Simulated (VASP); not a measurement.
# La2O3 (P-3m1) in VASP: notebook

La2O3 is run at these levels: LDA, PBE; tasks: relaxation of cell and atoms, single point.

Everything below comes from runs of VASP 6.6.1. Logs are shortened: lines on timing, memory, paths and dates and some standing lists are left out, and cuts for length are marked.

## 1. The cell of the first run

The structure is trigonal, space group P-3m1 (No. 164). The conventional cell has a = 3.940 Å, b = 3.940 Å, c = 6.187 Å, α = 90.00°, β = 90.00°, γ = 120.00°. Within 3.1 Å of La (site symmetry 3m) lie 7 O at 2.37 to 2.74 Å. O (site symmetry 3m) has 4 La at 2.37 to 2.46 Å and 6 O at 2.90 to 3.16 Å within 3.2 Å. Within 3.6 Å of O (site symmetry -3m) lie 6 La at 2.74 Å and 6 O at 3.16 Å.

## 2. Relaxation of cell and atoms, LDA

Input file INCAR:

```
ALGO = Normal
EDIFF = 1E-6
EDIFFG = -0.005
ENCUT = 600
IBRION = 2
ISIF = 3
ISMEAR = -1
LASPH = T
LCHARG = F
LREAL = F
LWAVE = F
NELM = 60
NSW = 80
PREC = Accurate
SIGMA = 0.02
```

Input file KPOINTS:

```
k-points
0
Gamma
  6 6 4
```

Input file POSCAR:

```
La2O3
1.0
    3.9404478293      0.0000000000      0.0000000000
   -1.9702239147      3.4125279225      0.0000000000
    0.0000000000      0.0000000000      6.1873564511
La O
2 3
Direct
    0.6666666667      0.3333333333      0.7526274768
    0.3333333333      0.6666666667      0.2473725232
    0.6666666667      0.3333333333      0.3546952482
    0.3333333333      0.6666666667      0.6453047518
    0.0000000000      0.0000000000      0.0000000000
```

Potentials or basis: VASP PAW LDA potentials, release 64 (La, O).

Run with:

```
cat potpaw_LDA.64/La/POTCAR potpaw_LDA.64/O/POTCAR > POTCAR
mpirun -np 1 vasp_std > vasp.out
```

OUTCAR:

```text
EDIFF = 1E-6
   EDIFFG = -0.005
   ENCUT = 600
   IBRION = 2
   ISIF = 3
   ISMEAR = -1
   LASPH = T
   LREAL = F
   NELM = 60
   NSW = 80
   PREC = Accurate

 ion  position               nearest neighbor table
   1  0.667  0.333  0.753-   4 2.37   4 2.37   4 2.37   3 2.46   5 2.74   5 2.74   5 2.74
   2  0.333  0.667  0.247-   3 2.37   3 2.37   3 2.37   4 2.46   5 2.74   5 2.74   5 2.74
   3  0.667  0.333  0.355-   2 2.37   2 2.37   2 2.37   1 2.46
   4  0.333  0.667  0.645-   1 2.37   1 2.37   1 2.37   2 2.46
   5  0.000  0.000  0.000-   1 2.74   2 2.74   1 2.74   2 2.74   1 2.74   2 2.74

  LATTYP: Found a hexagonal cell.
 ALAT       =     3.9404478293
 C/A-ratio  =     1.5702165640

  Lattice vectors:

 A1 = (   3.9404478293,   0.0000000000,   0.0000000000)
 A2 = (  -1.9702239147,   3.4125279225,   0.0000000000)
 A3 = (   0.0000000000,   0.0000000000,   6.1873564511)

Analysis of symmetry for initial positions (statically):
=====================================================================
 Subroutine PRICEL returns:
 Original cell was already a primitive cell.

 Routine SETGRP: Setting up the symmetry group for a
 hexagonal supercell.

 Subroutine GETGRP returns: Found 12 space group operations
 (whereof 12 operations were pure point group operations)
 out of a pool of 24 trial point group operations.

The static configuration has the point symmetry D_3d.

Analysis of symmetry for dynamics (positions and initial velocities):
=====================================================================
 Subroutine PRICEL returns:
 Original cell was already a primitive cell.

 Routine SETGRP: Setting up the symmetry group for a
 hexagonal supercell.

 Subroutine GETGRP returns: Found 12 space group operations
 (whereof 12 operations were pure point group operations)
 out of a pool of 24 trial point group operations.

The dynamic configuration has the point symmetry D_3d.

 Subroutine INISYM returns: Found 12 space group operations
 (whereof 12 operations are pure point group operations),
 and found     1 'primitive' translations

----------------------------------------------------------------------------------------

                                     Primitive cell

  volume of cell :      83.2007

  direct lattice vectors                    reciprocal lattice vectors
     3.940447829  0.000000000  0.000000000     0.253778262  0.146518948  0.000000000
    -1.970223915  3.412527922  0.000000000     0.000000000  0.293037895  0.000000000
[... 94 lines left out ...]
   IBRION =      2    ionic relax: 0-MD 1-quasi-New 2-CG
   NFREE  =      1    steps in history (QN), initial steepest desc. (CG)
   ISIF   =      3    stress and relaxation
   ISYM   =      2    0-nonsym 1-usesym 2-fastsym
   POTIM  = 0.5000    time-step for ionic-motion
   TEBEG  =    0.0;   TEEND  =   0.0 temperature during run
   PSTRESS=    0.0 pullay stress
   NELECT =      40.0000    total number of electrons
   NUPDOWN=      -1.0000    fix difference up-down
   EMIN   =  10.00;   EMAX   =-10.00  energy-range for DOS
   EFERMI =   0.00;   METHOD = LEGACY
   ISMEAR =    -1;   SIGMA  =   0.02  broadening in eV -4-tet -1-fermi 0-gaus
   EFERMI_NEDOS =   21; number of points for ismear=-14 and -15
   IALGO  =     38    algorithm
   IMIX   =      4    mixing-type and parameters
     AMIX     =   0.40;   BMIX     =  1.00
     AMIX_MAG =   1.60;   BMIX_MAG =  1.00
  volume/ion in A,a.u.               =      16.64       112.29
  Fermi-wavevector in a.u.,A,eV,Ry     =   1.282486  2.423546 22.378447  1.644769
  Thomas-Fermi vector in A             =   2.414794
   LORBIT       =      0    0 simple, 1 ext, 2 COOP (PROOUT), +10 PAW based schemes
   GGA     = CA    functional components
   LHFCALC =     F    Hartree Fock is set to
   AEXX    =    0.0000 exact exchange contribution
   IVDW    =     0    specifies the selected vdW correction
   LEPSILON=     F    determine dielectric tensor
   LRPA    =     F    only Hartree local field effects (RPA)
 conjugate gradient relaxation of ions
 non-spin polarized calculation
  energy-cutoff  :      600.00
  volume of cell :       83.20
 maximum number of plane-waves:      2804
   NGX = 15   NGY = 15   NGZ = 25

--------------------------------------- Ionic step        1  -------------------------------------------

 number of electron      40.0000000 magnetization

 Free energy of the ion-electron system (eV)
  ---------------------------------------------------
  ext. energy  EPLUGINS =         0.00000000
  ---------------------------------------------------
  free energy    TOTEN  =       -45.76829643 eV

  energy without entropy =      -45.76829643  energy(sigma->0) =      -45.76829643

------------------------ aborting loop because EDIFF is reached ----------------------------------------

  FORCE on cell =-STRESS in cart. coord.  units (eV):
  Direction    XX          YY          ZZ          XY          YZ          ZX
  --------------------------------------------------------------------------------------
  -------------------------------------------------------------------------------------
  Total       -4.2905926     -4.2905926     -4.1232625      0.0000000      0.0000000      0.0000000
  in kB      -82.6229950    -82.6229950    -79.4007561      0.0000000      0.0000000      0.0000000
  external PRESSURE =     -81.5489153 kB  Pullay stress =       0.0000000 kB
[... 98 lines left out ...]
  FREE ENERGIE OF THE ION-ELECTRON SYSTEM (eV)
  ---------------------------------------------------
  free  energy   TOTEN  =       -45.8983541496 eV

  energy  without entropy=      -45.8983541496  energy(sigma->0) =      -45.89835415

[... ionic steps 4 to 10 ...]

--------------------------------------- Ionic step       11  -------------------------------------------

 number of electron      40.0000001 magnetization

------------------------ aborting loop because EDIFF is reached ----------------------------------------
[... 73 lines left out ...]
--------------------------------------- Ionic step       13  -------------------------------------------

 number of electron      40.0000001 magnetization

 Free energy of the ion-electron system (eV)
  ---------------------------------------------------
  ext. energy  EPLUGINS =         0.00000000
  ---------------------------------------------------
  free energy    TOTEN  =       -45.91495066 eV

  energy without entropy =      -45.91495066  energy(sigma->0) =      -45.91495066

 E-fermi :   6.6881     XC(G=0): -11.1965

 val. band max:        6.2231808875   @ k =   0.5000  -0.0000   0.5000
 cond. band min:       9.9580972328   @ k =   0.3333   0.3333   0.0000
 fundamental gap:      3.7349163453
 Fermi energy:         6.6880769569

 k-point     1 :       0.0000    0.0000    0.0000
  band No.  band energies     occupation
      1     -23.2870      2.00000
      2     -22.9516      2.00000
      3     -10.7043      2.00000
      4      -9.2575      2.00000
      5      -8.8374      2.00000
      6      -6.7837      2.00000
[... 669 lines left out ...]
  FREE ENERGIE OF THE ION-ELECTRON SYSTEM (eV)
  ---------------------------------------------------
  free  energy   TOTEN  =       -45.9149506619 eV

  energy  without entropy=      -45.9149506619  energy(sigma->0) =      -45.91495066

 reached required accuracy - stopping structural energy minimisation
```

OSZICAR:

```text
N       E                     dE             d eps       ncg     rms          rms(c)
DAV:   1     0.477756159179E+03    0.47776E+03   -0.17248E+04  1168   0.285E+03
[... 114 lines left out ...]
DAV:   4    -0.459149510525E+02    0.46650E-05   -0.57076E-05  2016   0.613E-02    0.685E-03
DAV:   5    -0.459149508096E+02    0.24298E-06   -0.79800E-06  1720   0.247E-02
  12 F= -.45914951E+02 E0= -.45914951E+02  d E =-.498149E-03
       N       E                     dE             d eps       ncg     rms          rms(c)
DAV:   1    -0.459149492212E+02    0.18314E-05   -0.21695E-04  1520   0.116E-01    0.317E-03
DAV:   2    -0.459149509369E+02   -0.17157E-05   -0.20715E-05  1896   0.464E-02    0.387E-03
DAV:   3    -0.459149506619E+02    0.27494E-06   -0.49332E-07   672   0.960E-03
  13 F= -.45914951E+02 E0= -.45914951E+02  d E =-.498002E-03
```

It took 3.4 min on 1 thread of Intel Xeon 6975P-C (Granite Rapids), shared host; peak memory 0.22 GiB.

Results:

* Free energy: -45.9150 eV
* Relaxed volume: 15.51 Å³/atom
* Relaxed cell: a = 3.882 Å, b = 3.882 Å, c = 5.942 Å, α = 90.00°, β = 90.00°, γ = 120.00°
* Space group after relaxing (to 0.1 Å): P-3m1 (No. 164)
* Energy gained by relaxing: 29.3 meV/atom
* Ionic steps: 13
* Pressure after relaxing: 0.0 GPa
* Band gap on the k mesh: 3.73 eV (least direct gap 3.80 eV)

The path:
```
step  energy change (eV)  largest force (eV/Å)  pressure (GPa)  volume (Å³)
   1              0.0000                0.1828           -8.15        83.20
   2              0.0434                1.1078           11.48        73.41
   3             -0.1301                0.3648           -0.24        78.45
   4             -0.1301                0.3770           -0.07        78.35
   5             -0.1418                0.0666            0.05        77.89
   6             -0.1428                0.0773            0.11        77.70
   7             -0.1450                0.0764           -0.10        77.74
   8             -0.1456                0.0765           -0.27        77.77
   9             -0.1461                0.0635            0.31        77.46
  10             -0.1462                0.0567            0.24        77.50
  11             -0.1466                0.0107            0.06        77.53
  12             -0.1467                0.0010            0.04        77.54
  13             -0.1467                0.0003            0.02        77.54
```

Final structure:
```
La O
1.0
     3.88159    0.00000    0.00000
    -1.94079    3.36155    0.00000
     0.00000    0.00000    5.94230
La O
2 3
Cartesian
  1.9408 1.1205 4.4941
  0.0000 2.2410 1.4482
  1.9408 1.1205 2.0990
  0.0000 2.2410 3.8433
  0.0000 0.0000 5.9423
```

Levels at points of the mesh, in eV from the valence-band top:
| k point | band 16 | band 17 | band 18 | band 19 | band 20 | band 21 | band 22 | band 23 | band 24 |
| --- | --- | --- | --- | --- | --- | --- | --- | --- | --- |
| (0.00, 0.00, 0.00) | -2.15 | -1.85 | -0.49 | -0.49 | -0.21 | 4.28 | 4.49 | 4.49 | 5.37 |
| (0.50, 0.00, 0.00) | -0.78 | -0.77 | -0.68 | -0.42 | -0.34 | 3.78 | 4.71 | 5.25 | 5.26 |
| (0.00, 0.00, 0.50) | -2.04 | -1.12 | -0.94 | -0.36 | -0.36 | 4.67 | 4.67 | 4.68 | 5.09 |
| (0.50, 0.00, 0.50) | -1.03 | -0.97 | -0.82 | -0.38 | 0.00 | 4.42 | 4.61 | 5.10 | 5.27 |

Caveat: spin-orbit coupling is left out, which moves the levels of the heavy elements. A k mesh can miss the band edges.

## 3. Single point, PBE

Input file INCAR:

```
SYSTEM = La2O3
PREC = Accurate
ENCUT = 520
EDIFF = 1E-6
ISMEAR = -1
SIGMA = 0.02
LREAL = .FALSE.
LASPH = .TRUE.
NELM = 100
ALGO = Normal
ISIF = 2
LWAVE = .FALSE.
LCHARG = .TRUE.
GGA = PE
LELF = .TRUE.
LVHAR = .TRUE.
NBANDS = 28
```

Input file KPOINTS:

```
Automatic mesh
0
G
  12 12 4
  0 0 0
```

POSCAR is that of step 2.

Potentials or basis: VASP PAW PBE potentials, release 64 (La, O).

Run with:

```
cat potpaw_PBE.64/La/POTCAR potpaw_PBE.64/O/POTCAR > POTCAR
mpirun -np 1 vasp_std > vasp.out
```

It took 2 min on 1 thread of Intel Xeon 6975P-C (Granite Rapids), shared host; peak memory 0.29 GiB.

The run converged. Its results:

```yaml
Free_energy: -41.8251 eV
Pressure: -0.3 GPa
Largest_force: 0.012 eV/Å
Band_gap_on_the_k_mesh: 3.85 eV (least direct gap 3.98 eV)
```

Forces in eV/Å, atoms in the order of the input:
```
La   0.000  0.000 -0.012
La   0.000  0.000  0.012
O    0.000  0.000 -0.005
O    0.000  0.000  0.005
O    0.000  0.000  0.000
```

Levels at points of the mesh, in eV from the valence-band top:
```
           k point  band 18  band 19  band 20  band 21  band 22  band 23
(0.00, 0.00, 0.00)    -0.34    -0.34    -0.08     4.26     4.62     4.62
(0.50, 0.00, 0.00)    -0.64    -0.40    -0.28     3.85     4.68     5.10
(0.00, 0.00, 0.50)    -0.75    -0.26    -0.26     4.65     4.73     4.73
(0.50, 0.00, 0.50)    -0.67    -0.35     0.00     4.37     4.59     5.01
```

Caveat: spin-orbit coupling is left out, which moves the levels of the heavy elements. A k mesh can miss the band edges.
